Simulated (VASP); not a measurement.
# MnO (P6_3mc) in VASP: a series of runs, part 2 of 2

VASP 6.6.1. The steps go on from the part before.

**4. Single point, PBE, collinear spin, ferromagnetic start**

Input file INCAR:

```
SYSTEM = MnO
  PREC = Accurate
  ENCUT = 520
  EDIFF = 1E-6
  ISMEAR = 0
  SIGMA = 0.1
  LREAL = .FALSE.
  LASPH = .TRUE.
  NELM = 150
  ALGO = Normal
  ISIF = 2
  LWAVE = .FALSE.
  LCHARG = .FALSE.
  ISPIN = 2
  MAGMOM = 4.22 4.22 0.25 0.25
  LORBIT = 11
  LMAXMIX = 4
  GGA = PE
  NBANDS = 31
```

Input file KPOINTS:

```
Automatic mesh
0
G
  6 6 4
  0 0 0
```

Input file POSCAR:

```
MnO
1.0
    3.3717009293      0.0000000000      0.0000000000
   -1.6858504646      2.9199786587      0.0000000000
    0.0000000000      0.0000000000      5.3855000000
Mn O
2 2
Direct
    0.3333333333      0.6666666667      0.0109600000
    0.6666666667      0.3333333333      0.5109600000
    0.3333333333      0.6666666667      0.3754700000
    0.6666666667      0.3333333333      0.8754700000
```

Potentials or basis: VASP PAW PBE potentials, release 64 (Mn_pv, O).

Command:

```bash
$ cat potpaw_PBE.64/Mn_pv/POTCAR potpaw_PBE.64/O/POTCAR > POTCAR
$ mpirun -np 1 vasp_std > vasp.out
```

OUTCAR:

```text
SYSTEM = MnO
   PREC = Accurate
   ENCUT = 520
   EDIFF = 1E-6
   ISMEAR = 0
   LREAL = .FALSE.
   LASPH = .TRUE.
   NELM = 150
   ISIF = 2
   ISPIN = 2
   LORBIT = 11
   GGA = PE

 ion  position               nearest neighbor table
   1  0.333  0.667  0.011-   3 1.96   4 2.08   4 2.08   4 2.08
   2  0.667  0.333  0.511-   4 1.96   3 2.08   3 2.08   3 2.08
   3  0.333  0.667  0.375-   1 1.96   2 2.08   2 2.08   2 2.08
   4  0.667  0.333  0.875-   2 1.96   1 2.08   1 2.08   1 2.08

  LATTYP: Found a hexagonal cell.
 ALAT       =     3.3717009293
 C/A-ratio  =     1.5972650342

  Lattice vectors:

 A1 = (   3.3717009293,   0.0000000000,   0.0000000000)
 A2 = (  -1.6858504646,   2.9199786587,   0.0000000000)
 A3 = (   0.0000000000,   0.0000000000,   5.3855000000)

Analysis of symmetry for initial positions (statically):
=====================================================================
 Subroutine PRICEL returns:
 Original cell was already a primitive cell.

 Routine SETGRP: Setting up the symmetry group for a
[... 1631 lines left out ...]
  Direction    XX          YY          ZZ          XY          YZ          ZX
  --------------------------------------------------------------------------------------
  -------------------------------------------------------------------------------------
  Total        1.2587068      1.2587068      3.9976749      0.0000000      0.0000000      0.0000000
  in kB       38.0347356     38.0347356    120.7989907      0.0000000      0.0000000      0.0000000
  external PRESSURE =      65.6228206 kB  Pullay stress =       0.0000000 kB

 VOLUME and BASIS-vectors are now :
 -----------------------------------------------------------------------------
  energy-cutoff  :      520.00
  volume of cell :       53.02
      direct lattice vectors                 reciprocal lattice vectors
     3.371700929  0.000000000  0.000000000     0.296586210  0.171234128  0.000000000
    -1.685850465  2.919978659  0.000000000     0.000000000  0.342468256  0.000000000
     0.000000000  0.000000000  5.385500000     0.000000000  0.000000000  0.185683781

 POSITION                                       TOTAL-FORCE (eV/Angst)
 -----------------------------------------------------------------------------------
     -0.00000      1.94665      0.05903         0.000000     -0.000000     -0.652605
      1.68585      0.97333      2.75178        -0.000000      0.000000     -0.652605
     -0.00000      1.94665      2.02209         0.000000      0.000000      0.652605
      1.68585      0.97333      4.71484         0.000000     -0.000000      0.652605
 -----------------------------------------------------------------------------------
    total drift:                               -0.000000     -0.000000      0.001226

  FREE ENERGIE OF THE ION-ELECTRON SYSTEM (eV)
  ---------------------------------------------------
  free  energy   TOTEN  =       -32.7753425390 eV

  energy  without entropy=      -32.7736757502  energy(sigma->0) =      -32.77450914

 total charge

# of ion       s       p       d       tot
------------------------------------------
    1        0.242   6.230   4.956  11.428
    2        0.242   6.230   4.956  11.428
    3        1.556   3.462   0.000   5.018
    4        1.556   3.462   0.000   5.018
--------------------------------------------------
tot          3.595  19.385   9.912  32.891

 magnetization (x)

# of ion       s       p       d       tot
------------------------------------------
    1        0.037   0.063   4.312   4.412
    2        0.037   0.063   4.312   4.412
    3        0.020   0.185   0.000   0.204
    4        0.020   0.185   0.000   0.204
--------------------------------------------------
tot          0.114   0.495   8.624   9.232
```

OSZICAR:

```text
N       E                     dE             d eps       ncg     rms          rms(c)
DAV:   1     0.450203004749E+03    0.45020E+03   -0.21322E+04  2620   0.145E+03
DAV:   2    -0.106280307626E+01   -0.45127E+03   -0.42132E+03  2667   0.436E+02
DAV:   3    -0.376882626208E+02   -0.36625E+02   -0.35773E+02  2940   0.133E+02
DAV:   4    -0.382547919438E+02   -0.56653E+00   -0.56606E+00  2744   0.177E+01
DAV:   5    -0.382608163654E+02   -0.60244E-02   -0.60243E-02  3024   0.189E+00    0.223E+01
DAV:   6    -0.333832871662E+02    0.48775E+01   -0.26980E+01  3181   0.488E+01    0.200E+01
DAV:   7    -0.327855755218E+02    0.59771E+00   -0.35851E+00  2642   0.245E+01    0.126E+01
DAV:   8    -0.328008711352E+02   -0.15296E-01   -0.51605E-01  2821   0.412E+00    0.736E+00
DAV:   9    -0.327703272958E+02    0.30544E-01   -0.84354E-02  2696   0.278E+00    0.159E+00
DAV:  10    -0.327732338331E+02   -0.29065E-02   -0.18587E-02  2740   0.136E+00    0.551E-01
DAV:  11    -0.327750941545E+02   -0.18603E-02   -0.19135E-03  2723   0.409E-01    0.166E-01
DAV:  12    -0.327752617941E+02   -0.16764E-03   -0.14843E-04  2905   0.104E-01    0.607E-02
DAV:  13    -0.327753050598E+02   -0.43266E-04   -0.30598E-05  2772   0.536E-02    0.598E-02
DAV:  14    -0.327753407549E+02   -0.35695E-04   -0.37570E-05  2723   0.396E-02    0.122E-02
DAV:  15    -0.327753419605E+02   -0.12056E-05   -0.17611E-06  2528   0.108E-02    0.533E-03
DAV:  16    -0.327753425390E+02   -0.57856E-06   -0.84058E-07  1971   0.776E-03
   1 F= -.32775343E+02 E0= -.32774509E+02  d E =-.166679E-02  mag=     9.9876
```

It took 2.6 min on 1 thread of AMD EPYC 7R13, shared host; peak memory 0.22 GiB.

Results:

* Free energy: -32.7753 eV
* Pressure: 6.6 GPa
* Largest force: 0.653 eV/Å
* Band gap on the k mesh: zero (filled and empty bands overlap)
* Net moment: 9.99 μB per cell
* Site moments: Mn +4.41; O +0.20 μB
* Valence electrons inside the program's atomic spheres: Mn 11.43; O 5.02

Forces on the atoms (eV/Å):
```
Mn   0.000  0.000 -0.653
Mn   0.000  0.000 -0.653
O    0.000  0.000  0.653
O    0.000  0.000  0.653
```

Caveat: semilocal functionals often make such compounds metallic where correlation or magnetic order opens a gap, which also shifts bond lengths; only a ferromagnetic start was run, and an antiferromagnetic order may lie lower in energy.

**5. Single point, PBE+D3(BJ), collinear spin, ferromagnetic start**

Input file INCAR:

```
PREC = Accurate ; ENCUT = 600
EDIFF = 1E-6 ; ISMEAR = 0
SIGMA = 0.1 ; LREAL = F
LASPH = T ; NELM = 200
ALGO = Normal ; ISIF = 2
LWAVE = F ; LCHARG = F
ISPIN = 2 ; MAGMOM = 4.22 4.22 0.25 0.25
LORBIT = 11 ; LMAXMIX = 4
GGA = PE ; IVDW = 12
NBANDS = 31 ; GGA_COMPAT = F
```

Input file KPOINTS:

```
Automatic mesh
0
Gamma
  6 6 4
```

POSCAR is that of step 4.

Potentials or basis: VASP PAW PBE potentials, release 64 (Mn_pv, O).

Command:

```bash
$ cat potpaw_PBE.64/Mn_pv/POTCAR potpaw_PBE.64/O/POTCAR > POTCAR
$ mpirun -np 1 vasp_std > vasp.out
```

OUTCAR:

```text
PREC = Accurate
   ENCUT = 600
   EDIFF = 1E-6
   ISMEAR = 0
   LREAL = F
   LASPH = T
   NELM = 200
   ISIF = 2
   ISPIN = 2
   LORBIT = 11
   GGA = PE
   IVDW = 12
 IVDW          = 12

 ion  position               nearest neighbor table
   1  0.333  0.667  0.011-   3 1.96   4 2.08   4 2.08   4 2.08
   2  0.667  0.333  0.511-   4 1.96   3 2.08   3 2.08   3 2.08
   3  0.333  0.667  0.375-   1 1.96   2 2.08   2 2.08   2 2.08
   4  0.667  0.333  0.875-   2 1.96   1 2.08   1 2.08   1 2.08

  LATTYP: Found a hexagonal cell.
 ALAT       =     3.3717009293
 C/A-ratio  =     1.5972650342

  Lattice vectors:

 A1 = (   3.3717009293,   0.0000000000,   0.0000000000)
 A2 = (  -1.6858504646,   2.9199786587,   0.0000000000)
 A3 = (   0.0000000000,   0.0000000000,   5.3855000000)

Analysis of symmetry for initial positions (statically):
=====================================================================
 Subroutine PRICEL returns:
 Original cell was already a primitive cell.

 Routine SETGRP: Setting up the symmetry group for a
 hexagonal supercell.

 Subroutine GETGRP returns: Found 12 space group operations
 (whereof  6 operations were pure point group operations)
 out of a pool of 24 trial point group operations.

The static configuration has the point symmetry C_3v.
 The point group associated with its full space group is C_6v.

Analysis of symmetry for dynamics (positions and initial velocities):
=====================================================================
 Subroutine PRICEL returns:
 Original cell was already a primitive cell.

 Routine SETGRP: Setting up the symmetry group for a
 hexagonal supercell.

 Subroutine GETGRP returns: Found 12 space group operations
 (whereof  6 operations were pure point group operations)
 out of a pool of 24 trial point group operations.

The dynamic configuration has the point symmetry C_3v.
 The point group associated with its full space group is C_6v.

[... 160 lines left out ...]
  free energy    TOTEN  =       -32.77962631 eV

  energy without entropy =      -32.77796087  energy(sigma->0) =      -32.77879359

 E-fermi :   5.8872     XC(G=0): -10.5848

 val. band max:        5.8798072855   @ k =   0.0000   0.0000   0.0000
 cond. band min:       5.9508345577   @ k =   0.0000   0.0000   0.0000
 fundamental gap:      0.0710272722
 Fermi energy:         5.8872423774

 spin component 1

 k-point     1 :       0.0000    0.0000    0.0000
  band No.  band energies     occupation
      1     -44.7263      1.00000
      2     -44.7263      1.00000
      3     -44.7227      1.00000
      4     -44.7204      1.00000
      5     -44.7204      1.00000
      6     -44.6856      1.00000
[... 703 lines left out ...]
     30      13.2735      0.00000
     31      18.6766      0.00000
 Fermi energy:         5.8872423774

 spin component 2

 k-point     1 :       0.0000    0.0000    0.0000
  band No.  band energies     occupation
      1     -40.0170      1.00000
      2     -39.9931      1.00000
      3     -39.9931      1.00000
      4     -39.9854      1.00000
      5     -39.9854      1.00000
      6     -39.9667      1.00000
[... 703 lines left out ...]
     30      15.1354      0.00000
     31      19.7325      0.00000

------------------------ aborting loop because EDIFF is reached ----------------------------------------

 Edisp (eV)   -1.02264

 E8    (eV) :    -0.4178

  FORCE on cell =-STRESS in cart. coord.  units (eV):
  Direction    XX          YY          ZZ          XY          YZ          ZX
  --------------------------------------------------------------------------------------
  -------------------------------------------------------------------------------------
  Total       0.16135     0.16135     2.91063     0.00000     0.00000     0.00000
  in kB       4.87565     4.87565    87.95145     0.00000     0.00000     0.00000
  external pressure =       32.57 kB  Pullay stress =        0.00 kB

 VOLUME and BASIS-vectors are now :
 -----------------------------------------------------------------------------
  energy-cutoff  :      600.00
  volume of cell :       53.02
      direct lattice vectors                 reciprocal lattice vectors
     3.371700929  0.000000000  0.000000000     0.296586210  0.171234128  0.000000000
    -1.685850465  2.919978659  0.000000000     0.000000000  0.342468256  0.000000000
     0.000000000  0.000000000  5.385500000     0.000000000  0.000000000  0.185683781

 POSITION                                       TOTAL-FORCE (eV/Angst)
 -----------------------------------------------------------------------------------
     -0.00000      1.94665      0.05903         0.000000      0.000000     -0.650193
      1.68585      0.97333      2.75178        -0.000000      0.000000     -0.650193
     -0.00000      1.94665      2.02209        -0.000000      0.000000      0.650193
      1.68585      0.97333      4.71484         0.000000      0.000000      0.650193
 -----------------------------------------------------------------------------------
    total drift:                               -0.000000      0.000000     -0.000286

  FREE ENERGIE OF THE ION-ELECTRON SYSTEM (eV)
  ---------------------------------------------------
  free  energy   TOTEN  =       -33.8022693673 eV

  energy  without entropy=      -33.8006039274  energy(sigma->0) =      -33.80143665

 total charge

# of ion       s       p       d       tot
------------------------------------------
    1        0.241   6.230   4.956  11.428
    2        0.241   6.230   4.956  11.428
    3        1.552   3.464   0.000   5.016
    4        1.552   3.464   0.000   5.016
--------------------------------------------------
tot          3.588  19.388   9.912  32.888

 magnetization (x)

# of ion       s       p       d       tot
------------------------------------------
    1        0.037   0.063   4.312   4.412
    2        0.037   0.063   4.312   4.412
    3        0.020   0.184   0.000   0.204
    4        0.020   0.184   0.000   0.204
--------------------------------------------------
tot          0.114   0.494   8.624   9.232
```

stdout:

```text
POSCAR found type information on POSCAR MnO
 POSCAR found :  2 types and       4 ions
 scaLAPACK will be used
 LDA part: xc-table for (Slater+PW92), standard interpolation
 POSCAR, INCAR and KPOINTS ok, starting setup
 FFT: planning ... GRIDC
 FFT: planning ... GRID_SOFT
 FFT: planning ... GRID
 WAVECAR not read
 entering main loop
```

It took 1.7 min on 1 thread of Intel Xeon 6975P-C, shared host; peak memory 0.26 GiB.

What came out:

```yaml
Free_energy: -33.8023 eV
Pressure: 3.3 GPa
Largest_force: 0.650 eV/Å
Band_gap_on_the_k_mesh: zero (filled and empty bands overlap)
Net_moment: 9.99 μB per cell
Site_moments: Mn +4.41; O +0.20 μB
Valence_electrons_inside_the_program's_atomic_spheres: Mn 11.43; O 5.02
Dispersion_energy_per_atom: -0.256 eV
```

Forces in eV/Å, atoms in the order of the input:
```
Mn   0.000  0.000 -0.650
Mn   0.000  0.000 -0.650
O    0.000  0.000  0.650
O    0.000  0.000  0.650
```

Stress tensor (GPa, compression positive):
```
0.49 0.00 0.00
0.00 0.49 0.00
0.00 0.00 8.80
```

Caveat: semilocal functionals often make such compounds metallic where correlation or magnetic order opens a gap, which also shifts bond lengths; only a ferromagnetic start was run, and an antiferromagnetic order may lie lower in energy; pairwise dispersion overbinds metals, which lowers pressure and volume.

**6. Overview**

| level | spin | k mesh | cutoff (eV) | gap on the mesh (eV) | pressure (GPa) | moment (μB) | largest force (eV/Å) |
| --- | --- | --- | --- | --- | --- | --- | --- |
| PBE | off | 6 × 6 × 4 | 520 | none | -29.0 | - | 0.38 |
| PBEsol | collinear, ferromagnetic start | 3 × 1 × 3 | 520 | none | 0.3 | 9.57 | 0.30 |
| PBE | collinear, ferromagnetic start | 6 × 6 × 4 | 520 | none | 6.6 | 9.99 | 0.65 |
| PBE+D3(BJ) | collinear, ferromagnetic start | 6 × 6 × 4 | 600 | none | 3.3 | 9.99 | 0.65 |

Alike in all rows: task single point; potentials or basis VASP PAW PBE potentials, release 64 (Mn_pv, O); cell as given; smearing gaussian 0.1 eV.

Caveats: some runs use coarse meshes; semilocal functionals often make such compounds metallic where correlation or magnetic order opens a gap, which also shifts bond lengths; the PAW data sets were made with another functional, which shifts forces and pressure a little (some runs); pairwise dispersion overbinds metals, which lowers pressure and volume (some runs).

Absolute energies hang on the potentials; compare differences alone.
